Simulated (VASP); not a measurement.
# P (Cmce) in VASP: notebook

The runs below take P through single point, with BLYP.

Everything below comes from runs of VASP 6.6.1. Logs are shortened: lines on timing, memory, paths and dates and some standing lists are left out, and cuts for length are marked.

## Step 1: The cell of the first run

It takes space group Cmce (No. 64, orthorhombic). The conventional cell has a = 3.226 Å, b = 16.653 Å, c = 4.658 Å, α = 90.00°, β = 90.00°, γ = 90.00°. Within 2.9 Å of P (site symmetry m) lie 3 P at 2.16 to 2.21 Å.

## Step 2: Single point, BLYP (31.28 Å³/atom)

The input, INCAR:

```
SYSTEM = P
PREC = Accurate
ENCUT = 520
EDIFF = 1E-6
ISMEAR = -1
SIGMA = 0.05
LREAL = .FALSE.
LASPH = .TRUE.
NELM = 80
ALGO = Normal
ISIF = 2
LWAVE = .FALSE.
LCHARG = .FALSE.
GGA = B5
ALDAX = 1.0
AGGAX = 1.0
AGGAC = 1.0
ALDAC = 0.0
NBANDS = 18
```

The input, KPOINTS:

```
regular mesh
0
G
  9 9 6
  0 0 0
```

The input, POSCAR:

```
P
1.0
    1.6131810407     -8.3266487071      0.0000000000
    1.6131810407      8.3266487071      0.0000000000
    0.0000000000      0.0000000000      4.6578891819
P
4
Direct
    0.0607075126      0.9392924874      0.9043653908
    0.5607075126      0.4392924874      0.5956346092
    0.9392924874      0.0607075126      0.0956346092
    0.4392924874      0.5607075126      0.4043653908
```

Potentials or basis: VASP PAW PBE potentials, release 64 (P).

Run with:

```console
cat potpaw_PBE.64/P/POTCAR > POTCAR
mpirun -np 1 vasp_std > vasp.out
```

OUTCAR:

```text
SYSTEM = P
   PREC = Accurate
   ENCUT = 520
   EDIFF = 1E-6
   ISMEAR = -1
   LREAL = .FALSE.
   LASPH = .TRUE.
   NELM = 80
   ISIF = 2
   GGA = B5

 ion  position               nearest neighbor table
   1  0.061  0.939  0.904-   2 2.16   2 2.16   3 2.21
   2  0.561  0.439  0.596-   1 2.16   1 2.16   4 2.21
   3  0.939  0.061  0.096-   4 2.16   4 2.16   1 2.21
   4  0.439  0.561  0.404-   3 2.16   3 2.16   2 2.21

  LATTYP: Found a base centered orthorhombic cell.
 ALAT       =     3.2263620814
 B/A-ratio  =     5.1616331317
 C/A-ratio  =     1.4436969765

  Lattice vectors:

 A1 = (   1.6131810407,  -8.3266487071,   0.0000000000)
 A2 = (   1.6131810407,   8.3266487071,   0.0000000000)
 A3 = (   0.0000000000,   0.0000000000,   4.6578891819)

Analysis of symmetry for initial positions (statically):
=====================================================================
 Subroutine PRICEL returns:
 Original cell was already a primitive cell.

 Routine SETGRP: Setting up the symmetry group for a
 base centered orthorhombic supercell.

 Subroutine GETGRP returns: Found  8 space group operations
 (whereof  4 operations were pure point group operations)
 out of a pool of  8 trial point group operations.

The static configuration has the point symmetry C_2h.
 The point group associated with its full space group is D_2h.

Analysis of symmetry for dynamics (positions and initial velocities):
=====================================================================
 Subroutine PRICEL returns:
 Original cell was already a primitive cell.

 Routine SETGRP: Setting up the symmetry group for a
 base centered orthorhombic supercell.

 Subroutine GETGRP returns: Found  8 space group operations
 (whereof  4 operations were pure point group operations)
 out of a pool of  8 trial point group operations.

The dynamic configuration has the point symmetry C_2h.
 The point group associated with its full space group is D_2h.

 Subroutine INISYM returns: Found  8 space group operations
 (whereof  4 operations are pure point group operations),
 and found     1 'primitive' translations

----------------------------------------------------------------------------------------

                                     Primitive cell

  volume of cell :     125.1332

  direct lattice vectors                    reciprocal lattice vectors
     1.613181041 -8.326648707  0.000000000     0.309946613 -0.060048168  0.000000000
     1.613181041  8.326648707  0.000000000     0.309946613  0.060048168  0.000000000
     0.000000000  0.000000000  4.657889182     0.000000000  0.000000000  0.214689522

  length of vectors
     8.481475801  8.481475801  4.657889182     0.315709812  0.315709812  0.214689522

  position of ions in fractional coordinates (direct lattice)
     0.060707513  0.939292487  0.904365391
     0.560707513  0.439292487  0.595634609
     0.939292487  0.060707513  0.095634609
     0.439292487  0.560707513  0.404365391

  ion indices of the primitive-cell ions
   primitive index   ion index
                 1           1
                 2           2
                 3           3
                 4           4

----------------------------------------------------------------------------------------

 KPOINTS: regular mesh

Automatic generation of k-mesh.
 Grid dimensions read from file:
 generate k-points for:    9    9    6

 Generating k-lattice:

  Cartesian coordinates                     Fractional coordinates (reciprocal lattice)
     0.034438513 -0.006672019  0.000000000     0.111111111 -0.000000000  0.000000000
     0.034438513  0.006672019  0.000000000    -0.000000000  0.111111111  0.000000000
     0.000000000  0.000000000  0.035781587     0.000000000  0.000000000  0.166666667

  Length of vectors
     0.035078868  0.035078868  0.035781587

  Shift w.r.t. Gamma in fractional coordinates (k-lattice)
     0.000000000  0.000000000  0.000000000

 Subroutine IBZKPT returns following result:
 ===========================================

 Found    100 irreducible k-points:

 Following reciprocal coordinates:
            Coordinates               Weight
  0.000000  0.000000  0.000000      1.000000
  0.111111  0.000000  0.000000      4.000000
  0.222222 -0.000000  0.000000      4.000000
  0.333333  0.000000  0.000000      4.000000
  0.444444 -0.000000  0.000000      4.000000
  0.111111  0.111111  0.000000      2.000000
[... 16 lines left out ...]
 -0.333333  0.333333  0.000000      2.000000
  0.444444  0.444444  0.000000      2.000000
 [... further k-points ...]
   k-points           NKPTS =    100   k-points in BZ     NKDIM =    100   number of bands    NBANDS=     18
   number of dos      NEDOS =    301   number of ions     NIONS =      4
   total plane-waves  NPLWV = 147456
   dimension x,y,z NGX =    64 NGY =   64 NGZ =   36
   dimension x,y,z NGXF=   128 NGYF=  128 NGZF=   72
   ions per type =               4
   NGX,Y,Z   is equivalent  to a cutoff of  12.54, 12.54, 12.85 a.u.
   NGXF,Y,Z  is equivalent  to a cutoff of  25.09, 25.09, 25.70 a.u.
 SYSTEM =  P
   PREC   = accura    normal or accurate (medium, high low for compatibility)
   ISTART =      0    job   : 0-new  1-cont  2-samecut
   ICHARG =      2    charge: 1-file 2-atom 10-const
   ISPIN  =      1    spin polarized calculation?
   LNONCOLLINEAR =      F non collinear calculations
   LSORBIT =      F    spin-orbit coupling
   LASPH  =      T    aspherical Exc in radial PAW
   ENCUT  =  520.0 eV  38.22 Ry    6.18 a.u.  15.77 15.77  8.66*2*pi/ulx,y,z
   NELM   =     80;   NELMIN=  2; NELMDL= -5     # of ELM steps
   EDIFF  = 0.1E-05   stopping-criterion for ELM
   LREAL  =      F    real-space projection
   EDIFFG = 0.1E-04   stopping-criterion for IOM
   NSW    =      0    number of steps for IOM
   IBRION =     -1    ionic relax: 0-MD 1-quasi-New 2-CG
   NFREE  =      0    steps in history (QN), initial steepest desc. (CG)
   ISIF   =      2    stress and relaxation
   ISYM   =      2    0-nonsym 1-usesym 2-fastsym
   POTIM  = 0.5000    time-step for ionic-motion
   TEBEG  =    0.0;   TEEND  =   0.0 temperature during run
   PSTRESS=    0.0 pullay stress
   NELECT =      20.0000    total number of electrons
   NUPDOWN=      -1.0000    fix difference up-down
   EMIN   =  10.00;   EMAX   =-10.00  energy-range for DOS
   EFERMI =   0.00;   METHOD = LEGACY
   ISMEAR =    -1;   SIGMA  =   0.05  broadening in eV -4-tet -1-fermi 0-gaus
   EFERMI_NEDOS =   21; number of points for ismear=-14 and -15
   IALGO  =     38    algorithm
   IMIX   =      4    mixing-type and parameters
     AMIX     =   0.40;   BMIX     =  1.00
     AMIX_MAG =   1.60;   BMIX_MAG =  1.00
  volume/ion in A,a.u.               =      31.28       211.11
  Fermi-wavevector in a.u.,A,eV,Ry     =   0.888438  1.678905 10.739389  0.789323
  Thomas-Fermi vector in A             =   2.009868
   LORBIT       =      0    0 simple, 1 ext, 2 COOP (PROOUT), +10 PAW based schemes
   GGA     = B5    functional components
   LHFCALC =     F    Hartree Fock is set to
   AEXX    =    0.0000 exact exchange contribution
   IVDW    =     0    specifies the selected vdW correction
   LEPSILON=     F    determine dielectric tensor
   LRPA    =     F    only Hartree local field effects (RPA)
 non-spin polarized calculation
  energy-cutoff  :      520.00
  volume of cell :      125.13
 maximum number of plane-waves:      3398
   NGX = 31   NGY = 31   NGZ = 17

 number of electron      19.9999999 magnetization

 Free energy of the ion-electron system (eV)
  ---------------------------------------------------
  ext. energy  EPLUGINS =         0.00000000
  ---------------------------------------------------
  free energy    TOTEN  =       -18.57079647 eV

  energy without entropy =      -18.57079369  energy(sigma->0) =      -18.57079508

 E-fermi :   2.5755     XC(G=0):  -6.4295

 val. band max:        2.0470177890   @ k =  -0.4444   0.4444   0.0000
 cond. band min:       3.0160154040   @ k =  -0.4444   0.4444   0.0000
 fundamental gap:      0.9689976150
 Fermi energy:         2.5755181473

 k-point     1 :       0.0000    0.0000    0.0000
  band No.  band energies     occupation
      1     -13.3934      2.00000
      2     -10.8711      2.00000
      3      -7.4947      2.00000
      4      -3.8837      2.00000
      5      -2.6324      2.00000
      6      -2.6056      2.00000
[... 10 lines left out ...]
     17       8.4574      0.00000
     18       8.8193      0.00000

 k-point     2 :       0.1111    0.0000    0.0000
  band No.  band energies     occupation
      1     -13.2396      2.00000
      2     -10.7105      2.00000
      3      -7.5331      2.00000
      4      -3.7729      2.00000
      5      -2.7161      2.00000
      6      -2.4975      2.00000
[... 10 lines left out ...]
     17       8.0894      0.00000
     18       8.1021      0.00000

 k-point     3 :       0.2222   -0.0000    0.0000
  band No.  band energies     occupation
      1     -12.7820      2.00000
      2     -10.2305      2.00000
      3      -7.8133      2.00000
      4      -3.6825      2.00000
      5      -3.4809      2.00000
      6      -3.4732      2.00000
[... 10 lines left out ...]
     17       7.8467      0.00000
     18       8.0371      0.00000

 k-point     4 :       0.3333    0.0000    0.0000
  band No.  band energies     occupation
      1     -12.0342      2.00000
      2      -9.4366      2.00000
      3      -8.6371      2.00000
      4      -5.3484      2.00000
      5      -3.8783      2.00000
      6      -3.1318      2.00000
[... 10 lines left out ...]
     17       7.9108      0.00000
     18       8.8424      0.00000

 k-point     5 :       0.4444   -0.0000    0.0000
  band No.  band energies     occupation
      1     -11.0271      2.00000
      2      -9.8332      2.00000
      3      -8.3393      2.00000
      4      -6.9600      2.00000
      5      -3.5654      2.00000
      6      -3.1251      2.00000
[... 10 lines left out ...]
     17       8.6552      0.00000
     18       8.7229      0.00000

 k-point     6 :       0.1111    0.1111    0.0000
  band No.  band energies     occupation
      1     -12.7821      2.00000
      2     -10.2304      2.00000
      3      -7.8133      2.00000
      4      -3.6825      2.00000
      5      -3.4809      2.00000
      6      -3.4742      2.00000
[... 10 lines left out ...]
     17       7.8459      0.00000
     18       8.0379      0.00000

 k-point     7 :       0.2222    0.1111    0.0000
  band No.  band energies     occupation
      1     -12.0343      2.00000
      2      -9.4364      2.00000
      3      -8.6371      2.00000
      4      -5.3486      2.00000
      5      -3.8783      2.00000
      6      -3.1330      2.00000
[... 10 lines left out ...]
     17       7.9743      0.00000
     18       8.8615      0.00000

 k-point     8 :       0.3333    0.1111    0.0000
  band No.  band energies     occupation
      1     -11.0271      2.00000
      2      -9.8331      2.00000
      3      -8.3391      2.00000
      4      -6.9602      2.00000
      5      -3.5653      2.00000
      6      -3.1256      2.00000
[... 10 lines left out ...]
     17       8.6501      0.00000
     18       8.7147      0.00000
[... 229 lines left out ...]
     17       8.4586      0.00000
     18       8.9005      0.00000

 k-point    20 :       0.3333    0.3333    0.0000
  band No.  band energies     occupation
      1     -12.0341      2.00000
      2      -9.4372      2.00000
      3      -8.6371      2.00000
      4      -5.3480      2.00000
      5      -3.8784      2.00000
      6      -3.1279      2.00000
[... 10 lines left out ...]
     17       7.7827      0.00000
     18       8.7664      0.00000

 k-point    21 :       0.4444    0.3333    0.0000
  band No.  band energies     occupation
      1     -12.7818      2.00000
      2     -10.2313      2.00000
      3      -7.8133      2.00000
      4      -3.6824      2.00000
      5      -3.4810      2.00000
      6      -3.4662      2.00000
[... 10 lines left out ...]
     17       7.8537      0.00000
     18       8.0307      0.00000

 k-point    22 :      -0.4444    0.3333    0.0000
  band No.  band energies     occupation
      1     -13.2394      2.00000
      2     -10.7113      2.00000
      3      -7.5330      2.00000
      4      -3.7646      2.00000
      5      -2.7176      2.00000
      6      -2.5091      2.00000
[... 10 lines left out ...]
     17       8.0877      0.00000
     18       9.0047      0.00000

 k-point    23 :      -0.3333    0.3333    0.0000
  band No.  band energies     occupation
      1     -13.3932      2.00000
      2     -10.8717      2.00000
      3      -7.4946      2.00000
      4      -3.8761      2.00000
      5      -2.6428      2.00000
      6      -2.6074      2.00000
[... 10 lines left out ...]
     17       8.4740      0.00000
     18       8.9086      0.00000

 k-point    24 :       0.4444    0.4444    0.0000
  band No.  band energies     occupation
      1     -13.2394      2.00000
      2     -10.7114      2.00000
      3      -7.5330      2.00000
      4      -3.7635      2.00000
      5      -2.7178      2.00000
      6      -2.5107      2.00000
[... 10 lines left out ...]
     17       8.0874      0.00000
     18       9.0455      0.00000

 [... further k-points ...]

------------------------ aborting loop because EDIFF is reached ----------------------------------------

  FORCE on cell =-STRESS in cart. coord.  units (eV):
  Direction    XX          YY          ZZ          XY          YZ          ZX
  --------------------------------------------------------------------------------------
  -------------------------------------------------------------------------------------
  Total        5.9030128      3.2947101      4.6381208      0.0000000      0.0000000      0.0000000
  in kB       75.5808558     42.1847311     59.3854620      0.0000000      0.0000000      0.0000000
  external PRESSURE =      59.0503496 kB  Pullay stress =       0.0000000 kB

 VOLUME and BASIS-vectors are now :
 -----------------------------------------------------------------------------
  energy-cutoff  :      520.00
  volume of cell :      125.13
      direct lattice vectors                 reciprocal lattice vectors
     1.613181041 -8.326648707  0.000000000     0.309946613 -0.060048168  0.000000000
     1.613181041  8.326648707  0.000000000     0.309946613  0.060048168  0.000000000
     0.000000000  0.000000000  4.657889182     0.000000000  0.000000000  0.214689522

 POSITION                                       TOTAL-FORCE (eV/Angst)
 -----------------------------------------------------------------------------------
      1.61318      7.31567      4.21243         0.000000     -0.808039      0.620798
      1.61318     -1.01098      2.77440         0.000000     -0.808039     -0.620798
      1.61318     -7.31567      0.44546         0.000000      0.808039     -0.620798
      1.61318      1.01098      1.88349         0.000000      0.808039      0.620798
 -----------------------------------------------------------------------------------
    total drift:                               -0.000000      0.000000     -0.000000

  FREE ENERGIE OF THE ION-ELECTRON SYSTEM (eV)
  ---------------------------------------------------
  free  energy   TOTEN  =       -18.5707964734 eV

  energy  without entropy=      -18.5707936850  energy(sigma->0) =      -18.57079508
```

Run time: 3.4 min. Hardware: 1 thread of Intel Xeon 6975P-C (Granite Rapids), shared host; peak memory 0.43 GiB.

Results:

```
Free energy            : -18.5708 eV
Pressure               : 5.9 GPa
Largest force          : 1.019 eV/Å
Band gap on the k mesh : 0.97 eV
```

Forces on the atoms (eV/Å):
```
P    0.000 -0.808  0.621
P    0.000 -0.808 -0.621
P    0.000  0.808 -0.621
P    0.000  0.808  0.621
```

Caveat: the cell stands under pressure; the PAW data sets were made with another functional, which shifts forces and pressure a little.

## Step 3: Single point, BLYP (32.71 Å³/atom)

This run uses another cell than the first one, of 32.71 Å³/atom.

The input, INCAR:

```
PREC     = Accurate       # precision mode
ENCUT    = 520            # plane-wave cutoff, eV
EDIFF    = 1E-7           # SCF threshold, eV
ISMEAR   = -1             # smearing method
SIGMA    = 0.05           # smearing width, eV
LREAL    = False          # projectors in reciprocal space
LASPH    = True           # aspherical terms in the spheres
NELM     = 60             # most SCF steps
ALGO     = Normal         # electronic algorithm
ISIF     = 2              # what is computed and relaxed
LWAVE    = False          # write WAVECAR
LCHARG   = False          # write CHGCAR
GGA      = B5             # functional
ALDAX    = 1.0          
AGGAX    = 1.0          
AGGAC    = 1.0          
ALDAC    = 0.0          
NBANDS   = 18             # bands
```

The input, KPOINTS:

```
Automatic mesh
0
Gamma
  9 9 6
```

The input, POSCAR:

```
P
1.0
    1.6372619199     -8.4509453711      0.0000000000
    1.6372619199      8.4509453711      0.0000000000
    0.0000000000      0.0000000000      4.7274201669
P
4
Direct
    0.0607075126      0.9392924874      0.9043653908
    0.5607075126      0.4392924874      0.5956346092
    0.9392924874      0.0607075126      0.0956346092
    0.4392924874      0.5607075126      0.4043653908
```

Potentials or basis: VASP PAW PBE potentials, release 64 (P).

Run with:

```console
cat potpaw_PBE.64/P/POTCAR > POTCAR
mpirun -np 1 vasp_std > vasp.out
```

Run time: 3.2 min. Hardware: 1 thread of Intel Xeon 6975P-C (Granite Rapids), shared host; peak memory 0.44 GiB.

It converged, with:

- Free energy: -18.7358 eV
- Pressure: 3.4 GPa
- Largest force: 0.618 eV/Å
- Band gap on the k mesh: 1.00 eV

Forces on the atoms (eV/Å):
```
P    0.000 -0.497  0.367
P    0.000 -0.497 -0.367
P    0.000  0.497 -0.367
P    0.000  0.497  0.367
```

Stress tensor (GPa, compression positive):
```
4.34 0.00 0.00
0.00 2.53 0.00
0.00 0.00 3.48
```

Levels at points of the mesh, in eV from the valence-band top:
```tsv
k point	band 8	band 9	band 10	band 11	band 12	band 13
(0.00, 0.00, 0.00)	-1.92	-1.60	-0.01	1.13	1.77	2.72
(0.00, 0.00, 0.50)	-2.69	-1.53	-1.53	2.20	2.20	3.86
```

Caveat: the cell stands under pressure; the PAW data sets were made with another functional, which shifts forces and pressure a little.

(Part 1 of 2 ends here.)
